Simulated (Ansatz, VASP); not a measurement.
# Two plane-wave programs on CdSe

File POSCAR:

```
CdSe
1.0
    4.3000000000      0.0000000000      0.0000000000
   -2.1500000000      3.7239092363      0.0000000000
    0.0000000000      0.0000000000      7.0200000000
Cd Se
2 2
Direct
    0.3333333333      0.6666666667      0.0048634009
    0.6666666667      0.3333333333      0.5048634009
    0.3333333333      0.6666666667      0.3801365991
    0.6666666667      0.3333333333      0.8801365991
```

INCAR.step1

```
  ALGO = Normal
  EDIFF = 1E-4
  ENCUT = 520
  GGA = PE
  ISMEAR = -1
  LASPH = True
  LCHARG = False
  LREAL = False
  LWAVE = True
  NBANDS = 26
  NELM = 100
  PREC = Accurate
  SIGMA = 0.01
```

INCAR.step2

```
  ALGO = Normal
  EDIFF = 1E-8
  ENCUT = 520
  ISIF = 2
  ISMEAR = -1
  ISTART = 1
  LASPH = True
  LCHARG = False
  LEFG = True
  LMIXTAU = True
  LREAL = False
  LWAVE = False
  METAGGA = R2SCAN
  NBANDS = 26
  NELM = 100
  PREC = Accurate
  SIGMA = 0.01
```

File KPOINTS:

```
k-points
0
Gamma
  9 9 5
```

Input for Ansatz:

```yaml
crystal:
  lattice:
    - [4.3, 0.0, 0.0]
    - [-2.15, 3.7239092363, 0.0]
    - [0.0, 0.0, 7.02]
  atoms:
    - { symbol: Cd, position: [0.3333333333, 0.6666666667, 0.0048634009] }
    - { symbol: Cd, position: [0.6666666667, 0.3333333333, 0.5048634009] }
    - { symbol: Se, position: [0.3333333333, 0.6666666667, 0.3801365991] }
    - { symbol: Se, position: [0.6666666667, 0.3333333333, 0.8801365991] }
kpoints:
  mp_grid: { grid: [9, 9, 5] }
scf:
  occupations: { method: fermi_dirac, width: 0.01 }
hamiltonian:
  xc: r2scan
  pseudopotentials: { kind: paw }
output:
  forces: true
  stress: true
  populations: true
  efg: { contact_densities: true }
```

Alike in both runs: task electric field gradients; functional r2SCAN; k mesh 9 × 9 × 5; occupations fermi-dirac, width 0.01 eV; no spin polarisation.

|  | VASP | Ansatz |
| --- | --- | --- |
| version | VASP 6.6.1 | Ansatz 0.2.0 |
| potentials or method | VASP PAW PBE potentials, release 64 (Cd, Se) | plane-wave PAW, scalar-relativistic |
| plane-wave cutoff (eV) | 520 | 500 |
| valence electrons in the cell | 36 | 72 |

VASP gave:

* gap on the k mesh at the Fermi level (eV): 1.16
* pressure (GPa): 1.7
* rms of the force components (eV/Å): 0.006
* size of Vzz on the site where it differs most (V/Å²): 2.8

**Question.** Which values does Ansatz return?

**Answer.** gap on the k mesh at the Fermi level (eV): 1.17; pressure (GPa): 1.5; rms of the force components (eV/Å): 0.006; size of Vzz on the site where it differs most (V/Å²): 3.0.

VASP's potentials were made for PBE, not for r2SCAN. Atom by atom the forces differ by 0.001 eV/Å (rms over components). With one functional, cell and mesh, what is left measures potentials, basis and numerics. VASP's potentials hold 36 valence electrons a cell and Ansatz's 72, so a difference there can come from the potentials and not from the codes.
